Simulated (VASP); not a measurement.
Wanted: the native input for a VASP 6.6.1 run.

* Task: single point
* Functional: PBEsol
* Potentials or basis: VASP PAW PBE potentials, release 64 (B, N)
* Cutoff: 520 eV
* k mesh: 12 × 12 × 12
* Occupations: gaussian, width 0.01 eV
* Spin: no spin polarisation
* Dipole correction: no
* Further INCAR settings: ALGO = Normal; EDIFF = 1e-07; NBANDS = 11

The structure of BN lies in POSCAR:

```
BN
1.0
    0.0000000000      1.7852147961      1.7852147961
    1.7852147961      0.0000000000      1.7852147961
    1.7852147961      1.7852147961      0.0000000000
B N
1 1
Direct
    0.0000000000      0.0000000000      0.0000000000
    0.7500000000      0.7500000000      0.7500000000
```

The input as run:

INCAR

```
PREC     = Accurate       # precision mode
ENCUT    = 520            # plane-wave cutoff, eV
EDIFF    = 1E-7           # SCF threshold, eV
ISMEAR   = 0              # smearing method
SIGMA    = 0.01           # smearing width, eV
LREAL    = F              # projectors in reciprocal space
LASPH    = T              # aspherical terms in the spheres
NELM     = 100            # most SCF steps
ALGO     = Normal         # electronic algorithm
ISIF     = 2              # what is computed and relaxed
LWAVE    = F              # write WAVECAR
LCHARG   = F              # write CHGCAR
GGA      = PS             # functional
NBANDS   = 11             # bands
```

KPOINTS

```
Automatic mesh
0
Gamma
  12 12 12
```

Potentials or basis: VASP PAW PBE potentials, release 64 (B, N).

Run with:

```bash
$ cat potpaw_PBE.64/B/POTCAR potpaw_PBE.64/N/POTCAR > POTCAR
$ mpirun -np 1 vasp_std > vasp.out
```

It gave:

* Pressure: 12.7 GPa
* Band gap on the k mesh: 4.31 eV, indirect (least direct gap 8.94 eV)

Caveat: the PAW data sets were made with another functional, which shifts forces and pressure a little.

Run time: 5 s on 1 thread of Intel(R) Xeon(R) 6975P-C (Granite Rapids) (shared host), peak memory 0.12 GiB.
